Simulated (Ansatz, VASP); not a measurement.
# Two plane-wave programs on Zn3SbSe4

```
Zn Sb Se
1.0
     0.00000    5.71318    0.00000
     5.71318    0.00000    0.00000
     2.85659    2.85659   -5.69209
Zn Sb Se
3 1 4
Direct
  0.50000 0.50000 0.00000
  0.75000 0.25000 0.50000
  0.25000 0.75000 0.50000
  0.00000 0.00000 0.00000
  0.61081 0.61081 0.26258
  0.38919 0.87339 0.73742
  0.12661 0.12661 0.26258
  0.87339 0.38919 0.73742
```

Alike in both runs: task single point; functional r2SCAN; k mesh 5 × 5 × 5; occupations methfessel-paxton of order 1, width 0.0626 eV; no spin polarisation.

```csv
,VASP,Ansatz
version,VASP 6.6.1,Ansatz 0.2.0
potentials or method,"VASP PAW PBE potentials, release 64 (Zn, Sb, Se), cutoff 520 eV",PAW plane waves
valence electrons in the cell,65,115
```

```tsv
	VASP	Ansatz	Ansatz less VASP
gap on the k mesh at the Fermi level (eV)	none	none	-
pressure (GPa)	9.7	9.6	-0.12
rms of the force components (eV/Å)	0.893	0.886	-0.0067
```

VASP's potentials were made for PBE, not for r2SCAN. A gap of «none» marks a metal or a gap that the smearing closes. VASP's potentials hold 65 valence electrons a cell and Ansatz's 115, so a difference there can come from the potentials and not from the codes.

Neither program's run includes spin-orbit coupling.
